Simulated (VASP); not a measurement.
Wanted: the native input for a VASP 6.6.1 run.

* Task: single point
* Functional: r2SCAN
* Potentials or basis: VASP PAW PBE potentials, release 64 (Zn, S)
* Cutoff: 550 eV
* k mesh: 2 × 2 × 1
* Occupations: gaussian, width 0.1 eV
* Spin: no spin polarisation
* Dipole correction: no
* Further INCAR settings: ALGO = Normal; EDIFF = 1e-06; NBANDS = 26

Crystal: ZnS (Wurtzite-2H).

```xyz
4
Lattice="3.8110 0.0000 0.0000 -1.9055 3.3004 0.0000 0.0000 0.0000 6.2340" Properties=species:S:1:pos:R:3 pbc="T T T"
Zn   -0.0095    2.1862    0.0150
Zn    1.9055    1.1043    3.1226
S    -0.0091    2.2364    2.3625
S     1.9340    1.0842    5.5125
```

These files were run (other wordings do the same):

POSCAR

```
ZnS
1.0
    3.8110000000      0.0000000000      0.0000000000
   -1.9055000000      3.3004228100      0.0000000000
    0.0000000000      0.0000000000      6.2340000000
Zn S
2 2
Direct
    0.3286988813      0.6624053311      0.0024139985
    0.6673037788      0.3346035135      0.5009029634
    0.3364258473      0.6776049149      0.3789670056
    0.6717259346      0.3284949543      0.8842686568
```

INCAR.step1

```
  PREC = Accurate
  ENCUT = 550
  ISMEAR = 0
  SIGMA = 0.1
  LREAL = False
  LASPH = True
  NELM = 120
  NBANDS = 26
  GGA = PE
  ALGO = Normal
  EDIFF = 1E-5
  LWAVE = True
  LCHARG = False
  GGA_COMPAT = False
```

INCAR.step2

```
  PREC = Accurate
  ENCUT = 550
  EDIFF = 1E-6
  ISMEAR = 0
  SIGMA = 0.1
  LREAL = False
  LASPH = True
  NELM = 120
  ALGO = Normal
  ISIF = 2
  LWAVE = False
  LCHARG = False
  METAGGA = R2SCAN
  LMIXTAU = True
  NBANDS = 26
  ISTART = 1
  GGA_COMPAT = False
```

KPOINTS

```
regular mesh
0
Gamma
  2 2 1
```

Potentials or basis: VASP PAW PBE potentials, release 64 (Zn, S).

Command:

```sh
$ cat potpaw_PBE.64/Zn/POTCAR potpaw_PBE.64/S/POTCAR > POTCAR
$ cp INCAR.step1 INCAR
$ mpirun -np 1 vasp_std > vasp.out
$ cp INCAR.step2 INCAR
$ mpirun -np 1 vasp_std > vasp.out
```

Results of the run:

The pressure is 1.8 GPa, the largest force is 0.524 eV/Å and the band gap on the k mesh is 2.76 eV, direct.

Caveat: the k points lie up to 1.01 Å⁻¹ apart; the PAW data sets were made with another functional, which shifts forces and pressure a little.

Run time: 32 s on 1 thread of Intel(R) Xeon(R) Platinum 8488C (Sapphire Rapids), on a shared host, peak memory 0.2 GiB.
